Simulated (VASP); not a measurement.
# Zn (P6_3/mmc) in VASP: further runs

The runs below take Zn through single point, with PBE.

Everything below comes from runs of VASP 6.6.1. Logs are shortened: lines on timing, memory, paths and dates and some standing lists are left out, and cuts for length are marked.

## (1) The cell of the first run

The structure is hexagonal, space group P6_3/mmc (No. 194). The conventional cell has a = 2.656 Å, b = 2.656 Å, c = 4.962 Å, α = 90.00°, β = 90.00°, γ = 120.00°. Zn (site symmetry -6m2) has 12 Zn at 2.66 to 2.92 Å within 3.5 Å.

## (2) Single point, PBE

INCAR reads:

```
SYSTEM = Zn
PREC = Accurate ; ENCUT = 520
EDIFF = 1E-7 ; ISMEAR = -1
SIGMA = 0.1 ; LREAL = .False.
LASPH = .True. ; NELM = 80
ALGO = Normal ; ISIF = 2
LWAVE = .False. ; LCHARG = .True.
GGA = PE ; LELF = .True.
LVHAR = .True. ; NBANDS = 19
```

KPOINTS reads:

```
Automatic mesh
0
Gamma
  5 5 3
  0 0 0
```

POSCAR reads:

```
Zn
1.0
    2.6556370042      0.0000000000      0.0000000000
   -1.3278185021      2.2998491089      0.0000000000
    0.0000000000      0.0000000000      4.9624616040
Zn
2
Direct
    0.3333333333      0.6666666667      0.2500000000
    0.6666666667      0.3333333333      0.7500000000
```

Potentials or basis: VASP PAW PBE potentials, release 64 (Zn).

The run is started by

```console
$ cat potpaw_PBE.64/Zn/POTCAR > POTCAR
$ mpirun -np 1 vasp_std > vasp.out
```

OUTCAR:

```text
SYSTEM = Zn
   PREC = Accurate
   ENCUT = 520
   EDIFF = 1E-7
   ISMEAR = -1
   LREAL = .False.
   LASPH = .True.
   NELM = 80
   ISIF = 2
   GGA = PE

 ion  position               nearest neighbor table
   1  0.333  0.667  0.250-   2 2.92   2 2.92   2 2.92   2 2.92   2 2.92   2 2.92
   2  0.667  0.333  0.750-   1 2.92   1 2.92   1 2.92   1 2.92   1 2.92   1 2.92

  LATTYP: Found a hexagonal cell.
 ALAT       =     2.6556370042
 C/A-ratio  =     1.8686520771

  Lattice vectors:

 A1 = (   2.6556370042,   0.0000000000,   0.0000000000)
 A2 = (  -1.3278185021,   2.2998491089,   0.0000000000)
 A3 = (   0.0000000000,   0.0000000000,   4.9624616040)

Analysis of symmetry for initial positions (statically):
=====================================================================
 Subroutine PRICEL returns:
 Original cell was already a primitive cell.

 Routine SETGRP: Setting up the symmetry group for a
 hexagonal supercell.

 Subroutine GETGRP returns: Found 24 space group operations
 (whereof 12 operations were pure point group operations)
 out of a pool of 24 trial point group operations.

The static configuration has the point symmetry D_3d.
 The point group associated with its full space group is D_6h.

Analysis of symmetry for dynamics (positions and initial velocities):
=====================================================================
 Subroutine PRICEL returns:
 Original cell was already a primitive cell.

 Routine SETGRP: Setting up the symmetry group for a
 hexagonal supercell.

 Subroutine GETGRP returns: Found 24 space group operations
 (whereof 12 operations were pure point group operations)
 out of a pool of 24 trial point group operations.

The dynamic configuration has the point symmetry D_3d.
 The point group associated with its full space group is D_6h.

 Subroutine INISYM returns: Found 24 space group operations
 (whereof 12 operations are pure point group operations),
 and found     1 'primitive' translations

----------------------------------------------------------------------------------------

                                     Primitive cell

  volume of cell :      30.3086

  direct lattice vectors                    reciprocal lattice vectors
     2.655637004  0.000000000  0.000000000     0.376557488  0.217405567  0.000000000
    -1.327818502  2.299849109  0.000000000     0.000000000  0.434811134  0.000000000
     0.000000000  0.000000000  4.962461604     0.000000000  0.000000000  0.201512894

  length of vectors
     2.655637004  2.655637004  4.962461604     0.434811134  0.434811134  0.201512894

  position of ions in fractional coordinates (direct lattice)
     0.333333333  0.666666667  0.250000000
     0.666666667  0.333333333  0.750000000

  ion indices of the primitive-cell ions
   primitive index   ion index
                 1           1
                 2           2

----------------------------------------------------------------------------------------

 KPOINTS: Automatic mesh

Automatic generation of k-mesh.
 Grid dimensions read from file:
 generate k-points for:    5    5    3

 Generating k-lattice:

  Cartesian coordinates                     Fractional coordinates (reciprocal lattice)
     0.075311498  0.043481113  0.000000000     0.200000000  0.000000000  0.000000000
     0.000000000  0.086962227  0.000000000     0.000000000  0.200000000  0.000000000
     0.000000000  0.000000000  0.067170965     0.000000000  0.000000000  0.333333333

  Length of vectors
     0.086962227  0.086962227  0.067170965

  Shift w.r.t. Gamma in fractional coordinates (k-lattice)
     0.000000000  0.000000000  0.000000000

 Subroutine IBZKPT returns following result:
 ===========================================

 Found     10 irreducible k-points:

 Following reciprocal coordinates:
            Coordinates               Weight
  0.000000  0.000000  0.000000      1.000000
  0.200000  0.000000  0.000000      6.000000
  0.400000 -0.000000  0.000000      6.000000
  0.200000  0.200000  0.000000      6.000000
  0.400000  0.200000  0.000000      6.000000
  0.000000  0.000000  0.333333      2.000000
  0.200000  0.000000  0.333333     12.000000
  0.400000 -0.000000  0.333333     12.000000
  0.200000  0.200000  0.333333     12.000000
  0.400000  0.200000  0.333333     12.000000
   k-points           NKPTS =     10   k-points in BZ     NKDIM =     10   number of bands    NBANDS=     19
   number of dos      NEDOS =    301   number of ions     NIONS =      2
   total plane-waves  NPLWV =  16000
   dimension x,y,z NGX =    20 NGY =   20 NGZ =   40
   dimension x,y,z NGXF=    40 NGYF=   40 NGZF=   80
   ions per type =               2
   NGX,Y,Z   is equivalent  to a cutoff of  12.52, 12.52, 13.40 a.u.
   NGXF,Y,Z  is equivalent  to a cutoff of  25.04, 25.04, 26.80 a.u.
 SYSTEM =  Zn
   PREC   = accura    normal or accurate (medium, high low for compatibility)
   ISTART =      0    job   : 0-new  1-cont  2-samecut
   ICHARG =      2    charge: 1-file 2-atom 10-const
   ISPIN  =      1    spin polarized calculation?
   LNONCOLLINEAR =      F non collinear calculations
   LSORBIT =      F    spin-orbit coupling
   LASPH  =      T    aspherical Exc in radial PAW
   ENCUT  =  520.0 eV  38.22 Ry    6.18 a.u.   4.94  4.94  9.23*2*pi/ulx,y,z
   NELM   =     80;   NELMIN=  2; NELMDL= -5     # of ELM steps
   EDIFF  = 0.1E-06   stopping-criterion for ELM
   LREAL  =      F    real-space projection
   EDIFFG = 0.1E-05   stopping-criterion for IOM
   NSW    =      0    number of steps for IOM
   IBRION =     -1    ionic relax: 0-MD 1-quasi-New 2-CG
   NFREE  =      0    steps in history (QN), initial steepest desc. (CG)
   ISIF   =      2    stress and relaxation
   ISYM   =      2    0-nonsym 1-usesym 2-fastsym
   POTIM  = 0.5000    time-step for ionic-motion
   TEBEG  =    0.0;   TEEND  =   0.0 temperature during run
   PSTRESS=    0.0 pullay stress
   NELECT =      24.0000    total number of electrons
   NUPDOWN=      -1.0000    fix difference up-down
   EMIN   =  10.00;   EMAX   =-10.00  energy-range for DOS
   EFERMI =   0.00;   METHOD = LEGACY
   ISMEAR =    -1;   SIGMA  =   0.10  broadening in eV -4-tet -1-fermi 0-gaus
   EFERMI_NEDOS =   21; number of points for ismear=-14 and -15
   IALGO  =     38    algorithm
   IMIX   =      4    mixing-type and parameters
     AMIX     =   0.40;   BMIX     =  1.00
     AMIX_MAG =   1.60;   BMIX_MAG =  1.00
  volume/ion in A,a.u.               =      15.15       102.27
  Fermi-wavevector in a.u.,A,eV,Ry     =   1.514573  2.862128 31.210826  2.293931
  Thomas-Fermi vector in A             =   2.624212
   LORBIT       =      0    0 simple, 1 ext, 2 COOP (PROOUT), +10 PAW based schemes
   GGA     = PE    functional components
   LHFCALC =     F    Hartree Fock is set to
   AEXX    =    0.0000 exact exchange contribution
   IVDW    =     0    specifies the selected vdW correction
   LEPSILON=     F    determine dielectric tensor
   LRPA    =     F    only Hartree local field effects (RPA)
 non-spin polarized calculation
  energy-cutoff  :      520.00
  volume of cell :       30.31
 maximum number of plane-waves:       825
 NGX is ok and might be reduce to    20
   NGX =  9   NGY =  9   NGZ = 19

 number of electron      24.0000020 magnetization

 Free energy of the ion-electron system (eV)
  ---------------------------------------------------
  ext. energy  EPLUGINS =         0.00000000
  ---------------------------------------------------
  free energy    TOTEN  =        -2.20308105 eV

  energy without entropy =       -2.19261795  energy(sigma->0) =       -2.19784950

 E-fermi :   2.7635     XC(G=0): -11.5672

 val. band max:        2.6054275742   @ k =   0.2000   0.2000   0.0000
 cond. band min:       3.1537711257   @ k =   0.4000  -0.0000   0.0000
 fundamental gap:      0.5483435515
 Fermi energy:         2.7634712200

 k-point     1 :       0.0000    0.0000    0.0000
  band No.  band energies     occupation
      1      -7.2922      2.00000
      2      -5.4918      2.00000
      3      -4.7884      2.00000
      4      -4.5350      2.00000
      5      -4.5350      2.00000
      6      -4.4862      2.00000
[... 11 lines left out ...]
     18      22.3844      0.00000
     19      22.3855      0.00000

 k-point     2 :       0.2000    0.0000    0.0000
  band No.  band energies     occupation
      1      -6.1582      2.00000
      2      -5.1203      2.00000
      3      -4.7131      2.00000
      4      -4.6106      2.00000
      5      -4.5121      2.00000
      6      -4.4510      2.00000
[... 11 lines left out ...]
     18      19.1735      0.00000
     19      19.3347      0.00000

 k-point     3 :       0.4000   -0.0000    0.0000
  band No.  band energies     occupation
      1      -5.2474      2.00000
      2      -5.1678      2.00000
      3      -4.9811      2.00000
      4      -4.5216      2.00000
      5      -4.4461      2.00000
      6      -4.3718      2.00000
[... 11 lines left out ...]
     18      17.7244      0.00000
     19      19.0400      0.00000

 k-point     4 :       0.2000    0.2000    0.0000
  band No.  band energies     occupation
      1      -4.8857      2.00000
      2      -4.8361      2.00000
      3      -4.8330      2.00000
      4      -4.7178      2.00000
      5      -4.5615      2.00000
      6      -4.5269      2.00000
[... 11 lines left out ...]
     18      14.7484      0.00000
     19      16.0535      0.00000

 k-point     5 :       0.4000    0.2000    0.0000
  band No.  band energies     occupation
      1      -4.9947      2.00000
      2      -4.9529      2.00000
      3      -4.8780      2.00000
      4      -4.5431      2.00000
      5      -4.5047      2.00000
      6      -4.3768      2.00000
[... 11 lines left out ...]
     18      13.0748      0.00000
     19      14.5268      0.00000

 k-point     6 :       0.0000    0.0000    0.3333
  band No.  band energies     occupation
      1      -6.6568      2.00000
      2      -5.6271      2.00000
      3      -4.7381      2.00000
      4      -4.5368      2.00000
      5      -4.5368      2.00000
      6      -4.5105      2.00000
[... 11 lines left out ...]
     18      22.4425      0.00000
     19      22.6379      0.00000

 k-point     7 :       0.2000    0.0000    0.3333
  band No.  band energies     occupation
      1      -5.6372      2.00000
      2      -5.1088      2.00000
      3      -4.7341      2.00000
      4      -4.6868      2.00000
      5      -4.5655      2.00000
      6      -4.4672      2.00000
[... 11 lines left out ...]
     18      19.5164      0.00000
     19      19.8070      0.00000

 k-point     8 :       0.4000   -0.0000    0.3333
  band No.  band energies     occupation
      1      -5.2480      2.00000
      2      -5.2006      2.00000
      3      -4.9355      2.00000
      4      -4.8506      2.00000
      5      -4.2773      2.00000
      6      -4.1984      2.00000
[... 11 lines left out ...]
     18      16.8237      0.00000
     19      16.9572      0.00000

 k-point     9 :       0.2000    0.2000    0.3333
  band No.  band energies     occupation
      1      -4.9225      2.00000
      2      -4.9063      2.00000
      3      -4.7986      2.00000
      4      -4.6943      2.00000
      5      -4.6044      2.00000
      6      -4.5164      2.00000
[... 11 lines left out ...]
     18      13.9854      0.00000
     19      19.8273      0.00000

 k-point    10 :       0.4000    0.2000    0.3333
  band No.  band energies     occupation
      1      -5.0233      2.00000
      2      -4.9395      2.00000
      3      -4.8118      2.00000
      4      -4.7648      2.00000
      5      -4.5411      2.00000
      6      -4.2623      2.00000
[... 11 lines left out ...]
     18      12.9931      0.00000
     19      17.6972      0.00000

------------------------ aborting loop because EDIFF is reached ----------------------------------------

  FORCE on cell =-STRESS in cart. coord.  units (eV):
  Direction    XX          YY          ZZ          XY          YZ          ZX
  --------------------------------------------------------------------------------------
  -------------------------------------------------------------------------------------
  Total        0.9007349      0.9007349     -1.1240784      0.0000000     -0.0000000      0.0000000
  in kB       47.6148409     47.6148409    -59.4212755      0.0000000     -0.0000000      0.0000000
  external PRESSURE =      11.9361354 kB  Pullay stress =       0.0000000 kB

 VOLUME and BASIS-vectors are now :
 -----------------------------------------------------------------------------
  energy-cutoff  :      520.00
  volume of cell :       30.31
      direct lattice vectors                 reciprocal lattice vectors
     2.655637004  0.000000000  0.000000000     0.376557488  0.217405567  0.000000000
    -1.327818502  2.299849109  0.000000000     0.000000000  0.434811134  0.000000000
     0.000000000  0.000000000  4.962461604     0.000000000  0.000000000  0.201512894

 POSITION                                       TOTAL-FORCE (eV/Angst)
 -----------------------------------------------------------------------------------
     -0.00000      1.53323      1.24062        -0.000000      0.000000      0.000000
      1.32782      0.76662      3.72185         0.000000      0.000000     -0.000000
 -----------------------------------------------------------------------------------
    total drift:                               -0.000000      0.000000      0.000000

  FREE ENERGIE OF THE ION-ELECTRON SYSTEM (eV)
  ---------------------------------------------------
  free  energy   TOTEN  =        -2.2030810532 eV

  energy  without entropy=       -2.1926179536  energy(sigma->0) =       -2.19784950
```

It took 12 s on 1 thread of Intel Xeon 6975P-C, shared host; peak memory 0.13 GiB.

What came out:

* Free energy: -2.2031 eV
* Pressure: 1.2 GPa
* Band gap on the k mesh: zero (band 12 reaches 3.15 eV, above the bottom of band 13 at 0.03 eV)

Caveat: the k points lie up to 0.55 Å⁻¹ apart.

## (3) Single point, PBE

INCAR reads:

```
PREC = Accurate
ENCUT = 520
EDIFF = 1E-7
ISMEAR = -1
SIGMA = 0.1
LREAL = False
LASPH = True
NELM = 100
ALGO = Normal
ISIF = 2
LWAVE = False
LCHARG = False
GGA = PE
NBANDS = 19
```

KPOINTS reads:

```
regular mesh
0
Gamma
  7 7 3
```

POSCAR is that of step 2.

Potentials or basis: VASP PAW PBE potentials, release 64 (Zn).

The run is started by

```console
$ cat potpaw_PBE.64/Zn/POTCAR > POTCAR
$ mpirun -np 1 vasp_std > vasp.out
```

Wall time 16 s (1 thread of Intel Xeon 6975P-C, shared host); peak memory 0.14 GiB.

The run converged. Its results:

| Quantity | Value |
| --- | --- |
| Free energy | -2.2822 eV |
| Pressure | 0.3 GPa |
| Band gap on the k mesh | zero (band 12 reaches 4.59 eV, above the bottom of band 13 at 0.02 eV) |

Stress tensor (GPa, compression positive):
```
0.07 0.00 0.00
0.00 0.07 0.00
0.00 0.00 0.69
```

Levels at points of the mesh, in eV from the Fermi level:
```
           k point  band 10  band 11  band 12  band 13  band 14  band 15
(0.00, 0.00, 0.00)    -7.13    -7.13    -3.70    -3.14    13.41    17.08
```

Caveat: the k points lie up to 0.42 Å⁻¹ apart.

## (4) Single point, PBE

INCAR reads:

```
SYSTEM = Zn
PREC = Accurate
ENCUT = 520
EDIFF = 1E-6
ISMEAR = -1
SIGMA = 0.1
LREAL = .FALSE.
LASPH = .TRUE.
NELM = 80
ALGO = Normal
ISIF = 2
LWAVE = .FALSE.
LCHARG = .FALSE.
GGA = PE
NBANDS = 19
```

KPOINTS reads:

```
Automatic mesh
0
G
  8 8 4
  0 0 0
```

POSCAR is that of step 3.

The run is started by

```console
$ cat potpaw_PBE.64/Zn/POTCAR > POTCAR
$ mpirun -np 1 vasp_std > vasp.out
```

Run time: 23 s. Hardware: 1 thread of Intel Xeon 6975P-C, shared host; peak memory 0.14 GiB.

Results (log left out):

```
Free energy            : -2.1930 eV
Pressure               : 0.7 GPa
Band gap on the k mesh : zero (band 12 reaches 4.37 eV, above the bottom of band 13 at 0.03 eV)
```

Stress tensor (GPa, compression positive):
```
 2.27  0.00  0.00
 0.00  2.27  0.00
 0.00  0.00 -2.32
```

Levels at points of the mesh, in eV from the Fermi level:
| k point | band 8 | band 9 | band 10 | band 11 | band 12 | band 13 | band 14 | band 15 | band 16 | band 17 |
| --- | --- | --- | --- | --- | --- | --- | --- | --- | --- | --- |
| (0.00, 0.00, 0.00) | -7.21 | -7.21 | -7.01 | -7.01 | -3.59 | -3.01 | 13.53 | 17.21 | 17.71 | 17.71 |
| (0.50, 0.00, 0.00) | -7.02 | -6.81 | -6.79 | -2.72 | -2.03 | 2.70 | 3.64 | 4.18 | 5.80 | 10.36 |
| (0.00, 0.00, 0.50) | -7.55 | -7.09 | -7.09 | -7.09 | -7.09 | 4.58 | 4.58 | 18.99 | 18.99 | 18.99 |
| (0.50, 0.00, 0.50) | -7.04 | -6.80 | -6.80 | -1.76 | -1.76 | 0.25 | 0.25 | 10.17 | 10.17 | 12.15 |

(Part 1 of 2 ends here.)
